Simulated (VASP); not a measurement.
# H3CCl in VASP: a series of runs, part 3 of 3

VASP 6.6.1. Earlier steps stand in the parts before.

## (5) Relaxation of the atoms, PBE

The input, INCAR:

```
PREC = Accurate ; ENCUT = 520
EDIFF = 1E-6 ; ISMEAR = -1
SIGMA = 0.05 ; LREAL = Auto
LASPH = T ; NELM = 100
ALGO = Normal ; ISIF = 2
LWAVE = F ; LCHARG = F
GGA = PE ; IBRION = 2
NSW = 35 ; EDIFFG = -0.3
```

The input, KPOINTS:

```
regular mesh
0
Gamma
  1 1 1
```

The input, POSCAR:

```
H3CCl
1.0
    8.7171280000      0.0000000000      0.0000000000
    0.0000000000      8.7171280000      0.0000000000
    0.0000000000      0.0000000000      8.7171280000
C Cl H
8 8 24
Direct
    0.3258969000      0.7102387000      0.0423650000
    0.7025955000      0.5584610000      0.2511231000
    0.5908080000      0.9144118000      0.4137767000
    0.9362393000      0.0337827000      0.9254388000
    0.6013006000      0.3484428000      0.8245541000
    0.2784829000      0.4614907000      0.4315893000
    0.2606724000      0.8943392000      0.4541548000
    0.7824484000      0.7392669000      0.8056342000
    0.1945238000      0.6726936000     -0.1089718000
    0.7676033000      0.4932736000      0.4330460000
    0.7715643000      1.0008144000      0.4516331000
    0.8373073000     -0.0218132000      1.0948287000
    0.5263160000      0.3278917000      1.0130383000
    0.1550206000      0.3174082000      0.5062127000
    0.0798821000      0.8040903000      0.4269269000
    0.6122826000      0.8304560000      0.7400635000
    0.3147271000      0.8296494000      0.0769772000
    0.2993701000      0.6352213000      0.1385440000
    0.4418459000      0.6882090000      0.0017174000
    0.7788918000      0.6486568000      0.2108081000
    0.7036196000      0.4626903000      0.1710693000
    0.5865531000      0.6028649000      0.2631295000
    0.5963365000      0.7936636000      0.4449377000
    0.5033583000      0.9720883000      0.4816565000
    0.5650616000      0.9260178000      0.2921868000
    0.9995368000      0.1389368000      0.9481928000
    1.0150847000     -0.0573396000      0.8928532000
    0.8530251000      0.0528666000      0.8343735000
    0.5967079000      0.4688804000      0.7920672000
    0.7195142000      0.3083684000      0.8234220000
    0.5323443000      0.2803208000      0.7459022000
    0.3397459000      0.5152484000      0.5261338000
    0.3595210000      0.4085255000      0.3527909000
    0.2097221000      0.5465210000      0.3713939000
    0.2635941000      0.9456208000      0.5679237000
    0.3507360000      0.8085507000      0.4436390000
    0.2753749000      0.9826028000      0.3671200000
    0.8774993000      0.8196833000      0.7966772000
    0.7666749000      0.7048471000      0.9245803000
    0.8045302000      0.6389536000      0.7347024000
```

Launch:

```bash
$ cat potpaw_PBE.64/C/POTCAR potpaw_PBE.64/Cl/POTCAR potpaw_PBE.64/H/POTCAR > POTCAR
$ mpirun -np 1 vasp_gam > vasp.out
```

It took 21 min on 1 thread of Intel Xeon Platinum 8488C (Sapphire Rapids), shared host; peak memory 0.75 GiB.

It converged, with:

```yaml
Free_energy: -179.3740 eV
Energy_gained_by_relaxing: 17.3 meV/atom
Ionic_steps: 18
Pressure_after_relaxing: 0.6 GPa
Largest_force_after_relaxing: 0.272 eV/Å
Band_gap_on_the_k_mesh: 5.07 eV
```

Forces in eV/Å, atoms in the order of the input:
```
C   -0.076 -0.015  0.010
C    0.079 -0.013  0.087
C    0.089  0.112 -0.011
C   -0.066 -0.005  0.073
C   -0.038 -0.015  0.080
C   -0.040 -0.101  0.027
C   -0.037 -0.036 -0.024
C   -0.067  0.007 -0.047
Cl   0.051  0.043  0.067
Cl  -0.072  0.013 -0.071
Cl  -0.127  0.066  0.116
Cl   0.128  0.072 -0.148
Cl   0.034 -0.007 -0.124
Cl   0.127  0.045 -0.026
Cl   0.015 -0.039  0.061
Cl   0.201  0.046 -0.159
H   -0.093  0.045  0.001
H   -0.129 -0.059  0.028
H   -0.016 -0.057  0.048
H    0.073  0.034 -0.024
H   -0.012 -0.037 -0.022
H   -0.059 -0.031 -0.026
H    0.105  0.039  0.162
H   -0.108 -0.021  0.046
H    0.073  0.156 -0.044
H    0.106  0.130 -0.011
H    0.121 -0.045 -0.011
H   -0.120  0.011 -0.097
H   -0.121  0.061  0.014
H    0.030 -0.078  0.052
H   -0.050 -0.074 -0.059
H    0.005 -0.024  0.096
H    0.072 -0.095 -0.046
H   -0.052  0.005  0.012
H   -0.040 -0.048  0.050
H   -0.001 -0.002  0.015
H   -0.078 -0.025 -0.039
H    0.065  0.137 -0.027
H    0.002  0.019  0.137
H    0.023 -0.213 -0.167
```

Stress tensor (GPa, compression positive):
```
 0.73 -0.06 -0.17
-0.06  0.59  0.05
-0.17  0.05  0.53
```

Step by step:
```csv
step,energy change (eV),largest force (eV/Å),pressure (GPa)
1,0.0000,0.7312,1.51
2,-0.0726,0.6034,0.91
3,-0.0726,0.6041,0.91
4,-0.1280,0.4744,0.77
5,-0.1696,0.6811,0.50
6,-0.2166,0.4301,0.57
7,-0.2455,0.6090,0.69
8,-0.2987,0.5294,0.82
9,-0.3619,0.5375,1.20
10,-0.4249,0.4625,1.08
11,-0.4945,1.7683,0.75
12,-0.5305,1.4882,0.66
13,-0.6016,0.7170,0.40
14,-0.5838,1.1818,-0.13
15,-0.6195,0.5127,0.18
16,-0.6383,0.4403,0.27
17,-0.6670,0.5342,0.55
18,-0.6915,0.2719,0.62
```

Final structure:
```yaml
crystal:
  lattice:
    - [8.71713, 0.00000, 0.00000]
    - [0.00000, 8.71713, 0.00000]
    - [0.00000, 0.00000, 8.71713]
  atoms:
    - { symbol: C, position: [0.32265, 0.71156, 0.04156] }
    - { symbol: C, position: [0.70958, 0.56179, 0.25524] }
    - { symbol: C, position: [0.60423, 0.93889, 0.40723] }
    - { symbol: C, position: [0.94759, 0.05326, 0.92426] }
    - { symbol: C, position: [0.59366, 0.34079, 0.81650] }
    - { symbol: C, position: [0.28379, 0.45360, 0.43413] }
    - { symbol: C, position: [0.24490, 0.88428, 0.45554] }
    - { symbol: C, position: [0.77741, 0.71728, 0.80891] }
    - { symbol: Cl, position: [0.19787, 0.67292, 0.88288] }
    - { symbol: Cl, position: [0.76388, 0.49602, 0.44193] }
    - { symbol: Cl, position: [0.77137, 0.04752, 0.45250] }
    - { symbol: Cl, position: [0.85166, 0.00033, 0.09733] }
    - { symbol: Cl, position: [0.49811, 0.29884, 0.99381] }
    - { symbol: Cl, position: [0.16363, 0.30458, 0.50865] }
    - { symbol: Cl, position: [0.06516, 0.78994, 0.43341] }
    - { symbol: Cl, position: [0.59097, 0.80215, 0.79576] }
    - { symbol: H, position: [0.30961, 0.83168, 0.07495] }
    - { symbol: H, position: [0.29265, 0.63538, 0.13618] }
    - { symbol: H, position: [0.43989, 0.69152, 0.00291] }
    - { symbol: H, position: [0.78658, 0.65512, 0.22256] }
    - { symbol: H, position: [0.71804, 0.46520, 0.17593] }
    - { symbol: H, position: [0.59160, 0.60368, 0.26031] }
    - { symbol: H, position: [0.62121, 0.81848, 0.43850] }
    - { symbol: H, position: [0.51087, 0.98858, 0.47348] }
    - { symbol: H, position: [0.58029, 0.94697, 0.28422] }
    - { symbol: H, position: [0.00472, 0.16261, 0.94429] }
    - { symbol: H, position: [0.03099, 0.96419, 0.89627] }
    - { symbol: H, position: [0.86353, 0.06417, 0.83206] }
    - { symbol: H, position: [0.58618, 0.46377, 0.79482] }
    - { symbol: H, position: [0.71378, 0.30647, 0.82578] }
    - { symbol: H, position: [0.53724, 0.27698, 0.72493] }
    - { symbol: H, position: [0.34403, 0.50880, 0.52926] }
    - { symbol: H, position: [0.36584, 0.40283, 0.35436] }
    - { symbol: H, position: [0.21009, 0.53667, 0.37610] }
    - { symbol: H, position: [0.25029, 0.93708, 0.56925] }
    - { symbol: H, position: [0.33520, 0.79788, 0.44404] }
    - { symbol: H, position: [0.25660, 0.97327, 0.36775] }
    - { symbol: H, position: [0.86295, 0.80174, 0.77590] }
    - { symbol: H, position: [0.79642, 0.67792, 0.92599] }
    - { symbol: H, position: [0.78126, 0.62219, 0.72872] }
```

Levels at points of the mesh, in eV from the valence-band top:
| k point | band 53 | band 54 | band 55 | band 56 | band 57 | band 58 | band 59 | band 60 |
| --- | --- | --- | --- | --- | --- | --- | --- | --- |
| (0.00, 0.00, 0.00) | -0.39 | -0.25 | -0.13 | 0.00 | 5.07 | 5.39 | 5.70 | 5.72 |

Caveat: the k points lie up to 0.72 Å⁻¹ apart; the relaxation stopped at a loose force limit of 0.3 eV/Å, so its end isn't a converged minimum.
